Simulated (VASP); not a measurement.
# BP (I-4m2) in VASP: further runs, part 2 of 2

VASP 6.6.1.

## Step 3: Single point, PBE (z stretched by -1 %, then relaxed in part)

INCAR

```
SYSTEM = BP
ALGO = Normal
EDIFF = 1E-6
ENCUT = 520
GGA = PE
ISIF = 2
ISMEAR = -1
LASPH = .TRUE.
LCHARG = .FALSE.
LREAL = .FALSE.
LWAVE = .FALSE.
NBANDS = 11
NELM = 60
PREC = Accurate
SIGMA = 0.02
```

KPOINTS

```
k-points
0
G
  16 16 16
  0 0 0
```

POSCAR

```
BP
1.0
    0.0000000000      2.2690000000      2.2463100000
    2.2690000000      0.0000000000      2.2463100000
    2.2690000000      2.2690000000      0.0000000000
B P
1 1
Direct
    0.0000000000      0.0000000000      0.0000000000
    0.2500000000      0.2500000000      0.2500000000
```

Potentials or basis: VASP PAW PBE potentials, release 64 (B, P).

Run with:

```bash
cat potpaw_PBE.64/B/POTCAR potpaw_PBE.64/P/POTCAR > POTCAR
mpirun -np 1 vasp_std > vasp.out
```

OUTCAR:

```text
SYSTEM = BP
   EDIFF = 1E-6
   ENCUT = 520
   GGA = PE
   ISIF = 2
   ISMEAR = -1
   LASPH = .TRUE.
   LREAL = .FALSE.
   NELM = 60
   PREC = Accurate

 ion  position               nearest neighbor table
   1  0.000  0.000  0.000-   2 1.96   2 1.96   2 1.96   2 1.96
   2  0.250  0.250  0.250-   1 1.96   1 1.96   1 1.96   1 1.96

  LATTYP: Found a body centered tetragonal cell.
 ALAT       =     3.2088505730
 C/A-ratio  =     1.4000714267

  Lattice vectors:

 A1 = (   0.0000000000,  -2.2690000000,  -2.2463100000)
 A2 = (   0.0000000000,   2.2690000000,  -2.2463100000)
 A3 = (   2.2690000000,   0.0000000000,   2.2463100000)

Analysis of symmetry for initial positions (statically):
=====================================================================
 Subroutine PRICEL returns:
 Original cell was already a primitive cell.

 Routine SETGRP: Setting up the symmetry group for a
 body centered tetragonal supercell.

 Subroutine GETGRP returns: Found  8 space group operations
 (whereof  8 operations were pure point group operations)
 out of a pool of 16 trial point group operations.

The static configuration has the point symmetry D_2d.

Analysis of symmetry for dynamics (positions and initial velocities):
=====================================================================
 Subroutine PRICEL returns:
 Original cell was already a primitive cell.

 Routine SETGRP: Setting up the symmetry group for a
 body centered tetragonal supercell.

 Subroutine GETGRP returns: Found  8 space group operations
 (whereof  8 operations were pure point group operations)
 out of a pool of 16 trial point group operations.

The dynamic configuration has the point symmetry D_2d.

 Subroutine INISYM returns: Found  8 space group operations
 (whereof  8 operations are pure point group operations),
 and found     1 'primitive' translations

----------------------------------------------------------------------------------------

                                     Primitive cell

[... 112 lines left out ...]
  Fermi-wavevector in a.u.,A,eV,Ry     =   1.149164  2.171605 17.967547  1.320577
  Thomas-Fermi vector in A             =   2.285835
   LORBIT       =      0    0 simple, 1 ext, 2 COOP (PROOUT), +10 PAW based schemes
   GGA     = PE    functional components
   LHFCALC =     F    Hartree Fock is set to
   AEXX    =    0.0000 exact exchange contribution
   IVDW    =     0    specifies the selected vdW correction
   LEPSILON=     F    determine dielectric tensor
   LRPA    =     F    only Hartree local field effects (RPA)
 non-spin polarized calculation
  energy-cutoff  :      520.00
  volume of cell :       23.13
 maximum number of plane-waves:       636
   NGX = 11   NGY = 11   NGZ = 11

 number of electron       8.0000001 magnetization

 Free energy of the ion-electron system (eV)
  ---------------------------------------------------
  ext. energy  EPLUGINS =         0.00000000
  ---------------------------------------------------
  free energy    TOTEN  =       -12.92685431 eV

  energy without entropy =      -12.92685431  energy(sigma->0) =      -12.92685431

 E-fermi :   8.0395     XC(G=0): -10.9508

 val. band max:        7.6174538328   @ k =   0.0000   0.0000   0.0000
 cond. band min:       8.6994095063   @ k =   0.4375   0.4375   0.0000
 fundamental gap:      1.0819556735
 Fermi energy:         8.0395484949

 k-point     1 :       0.0000    0.0000    0.0000
  band No.  band energies     occupation
      1      -7.9982      2.00000
      2       7.5197      2.00000
      3       7.5197      2.00000
      4       7.6175      2.00000
      5      10.9305      0.00000
      6      10.9875      0.00000
      7      10.9875      0.00000
      8      15.0784      0.00000
      9      19.1333      0.00000
     10      19.5767      0.00000
     11      19.8401      0.00000
[... 309 lines left out ...]
 k-point    24 :      -0.0625    0.0625    0.0000
  band No.  band energies     occupation
      1      -7.8101      2.00000
      2       6.4095      2.00000
      3       6.8363      2.00000
      4       7.4173      2.00000
      5      11.1743      0.00000
      6      11.4112      0.00000
      7      11.6871      0.00000
      8      15.5670      0.00000
      9      18.5167      0.00000
     10      19.4486      0.00000
     11      19.7385      0.00000

 [... further k-points ...]
[... 5 lines left out ...]
  --------------------------------------------------------------------------------------
  -------------------------------------------------------------------------------------
  Total        0.2433519      0.2433519      0.6302685      0.0000000      0.0000000      0.0000000
  in kB       16.8568589     16.8568589     43.6583710      0.0000000      0.0000000      0.0000000
  external PRESSURE =      25.7906962 kB  Pullay stress =       0.0000000 kB

 VOLUME and BASIS-vectors are now :
 -----------------------------------------------------------------------------
  energy-cutoff  :      520.00
  volume of cell :       23.13
      direct lattice vectors                 reciprocal lattice vectors
     0.000000000  2.269000000  2.246310000    -0.220361393  0.220361393  0.222587265
     2.269000000  0.000000000  2.246310000     0.220361393 -0.220361393  0.222587265
     2.269000000  2.269000000  0.000000000     0.220361393  0.220361393 -0.222587265

 POSITION                                       TOTAL-FORCE (eV/Angst)
 -----------------------------------------------------------------------------------
      0.00000      0.00000      0.00000         0.000000      0.000000      0.000000
      1.13450      1.13450      1.12315        -0.000000     -0.000000      0.000000
 -----------------------------------------------------------------------------------
    total drift:                                0.000000      0.000000      0.000000

  FREE ENERGIE OF THE ION-ELECTRON SYSTEM (eV)
  ---------------------------------------------------
  free  energy   TOTEN  =       -12.9268543126 eV

  energy  without entropy=      -12.9268543126  energy(sigma->0) =      -12.92685431
```

Run time: 2.5 min. Hardware: 1 thread of AMD EPYC 7R13, shared host; peak memory 0.17 GiB.

Results:

```
Free energy            : -12.9269 eV
Pressure               : 2.6 GPa
Band gap on the k mesh : 1.08 eV, indirect (least direct gap 3.31 eV)
```

Caveat: the cell differs from its parent crystal (z stretched by -1 %, then relaxed in part). A k mesh can miss the band edges.

## Step 4: Single point, PBE (z stretched by +1 %, then relaxed in part)

INCAR

```
PREC = Accurate
ENCUT = 520
EDIFF = 1E-6
ISMEAR = -1
SIGMA = 0.02
LREAL = False
LASPH = True
NELM = 80
ALGO = Normal
ISIF = 2
LWAVE = False
LCHARG = False
GGA = PE
NBANDS = 11
```

KPOINTS

```
Automatic mesh
0
Gamma
  16 16 16
```

POSCAR

```
BP
1.0
    0.0000000000      2.2690000000      2.2916900000
    2.2690000000      0.0000000000      2.2916900000
    2.2690000000      2.2690000000      0.0000000000
B P
1 1
Direct
    0.0000000000      0.0000000000      0.0000000000
    0.2500000000      0.2500000000      0.2500000000
```

Run with:

```bash
cat potpaw_PBE.64/B/POTCAR potpaw_PBE.64/P/POTCAR > POTCAR
mpirun -np 1 vasp_std > vasp.out
```

Run time: 1.9 min. Hardware: 1 thread of AMD EPYC 7R13, shared host; peak memory 0.17 GiB.

It converged, with:

```
Free energy            : -12.9297 eV
Pressure               : -0.7 GPa
Band gap on the k mesh : 1.19 eV, indirect (least direct gap 3.34 eV)
```

Stress tensor (GPa, compression positive):
```
 0.17  0.00  0.00
 0.00  0.17  0.00
 0.00  0.00 -2.51
```

Levels at points of the mesh, in eV from the valence-band top:
| k point | band 1 | band 2 | band 3 | band 4 | band 5 | band 6 | band 7 | band 8 |
| --- | --- | --- | --- | --- | --- | --- | --- | --- |
| (0.00, 0.00, 0.00) | -15.40 | -0.10 | 0.00 | 0.00 | 3.34 | 3.34 | 3.39 | 7.19 |
| (0.50, 0.00, 0.00) | -12.12 | -8.99 | -1.84 | -1.71 | 3.68 | 4.64 | 4.72 | 10.06 |
| (0.50, 0.50, 0.00) | -10.67 | -8.62 | -4.04 | -4.04 | 1.39 | 1.73 | 12.00 | 12.00 |
| (0.50, 0.00, 0.50) | -10.57 | -8.53 | -4.15 | -4.13 | 1.28 | 1.59 | 11.89 | 12.09 |

Caveat: the cell differs from its parent crystal (z stretched by +1 %, then relaxed in part).

## Step 5: Single point, PBE (z stretched by +2 %, then relaxed in part)

INCAR

```
  PREC = Accurate
  ENCUT = 520
  EDIFF = 1E-7
  ISMEAR = -1
  SIGMA = 0.02
  LREAL = False
  LASPH = True
  NELM = 80
  ALGO = Normal
  ISIF = 2
  LWAVE = False
  LCHARG = False
  GGA = PE
  NBANDS = 11
```

KPOINTS is that of step 4.

POSCAR

```
BP
1.0
    0.0000000000      2.2690000000      2.3143800000
    2.2690000000      0.0000000000      2.3143800000
    2.2690000000      2.2690000000      0.0000000000
B P
1 1
Direct
    0.0000000000      0.0000000000      0.0000000000
    0.2500000000      0.2500000000      0.2500000000
```

Run with:

```bash
cat potpaw_PBE.64/B/POTCAR potpaw_PBE.64/P/POTCAR > POTCAR
mpirun -np 1 vasp_std > vasp.out
```

Run time: 24 s. Hardware: 1 thread of Intel Xeon Platinum 8559C (Emerald Rapids), shared host; peak memory 0.2 GiB.

Results (log left out):

| Property | Result |
| --- | --- |
| Free energy | -12.9237 eV |
| Pressure | -2.3 GPa |
| Band gap on the k mesh | 1.13 eV, indirect (least direct gap 3.27 eV) |

Stress tensor (GPa, compression positive):
```
-0.48  0.00  0.00
 0.00 -0.48  0.00
 0.00  0.00 -5.84
```

Levels at points of the mesh, in eV from the valence-band top:
```tsv
k point	band 2	band 3	band 4	band 5	band 6	band 7
(0.00, 0.00, 0.00)	-0.20	0.00	0.00	3.27	3.27	3.38
(0.50, 0.00, 0.00)	-8.96	-1.92	-1.67	3.55	4.59	4.73
(0.50, 0.50, 0.00)	-8.66	-3.97	-3.97	1.45	1.80	11.87
(0.50, 0.00, 0.50)	-8.49	-4.19	-4.15	1.24	1.52	11.66
```

Caveat: the cell differs from its parent crystal (z stretched by +2 %, then relaxed in part). A k mesh can miss the band edges.

## Step 6: Overview

| cell | gap on the mesh (eV) | pressure (GPa) |
| --- | --- | --- |
| a = 3.177, b = 3.177, c = 3.209 Å, angles 59.7, 59.7, 60.7°, 2 atoms | 0.91 | 4.3 |
| a = 3.193, b = 3.193, c = 3.209 Å, angles 59.8, 59.8, 60.3°, 2 atoms | 1.08 | 2.6 |
| a = 3.225, b = 3.225, c = 3.209 Å, angles 60.2, 60.2, 59.7°, 2 atoms | 1.19 | -0.7 |
| a = 3.241, b = 3.241, c = 3.209 Å, angles 60.3, 60.3, 59.3°, 2 atoms | 1.13 | -2.3 |

Alike in all rows: task single point; level PBE; potentials or basis VASP PAW PBE potentials, release 64 (B, P); no spin polarisation; k mesh 16 × 16 × 16; cutoff (eV) 520; smearing fermi-dirac 0.02 eV.

Total energies depend on the potentials used, so only differences within one code and one set of settings carry meaning.
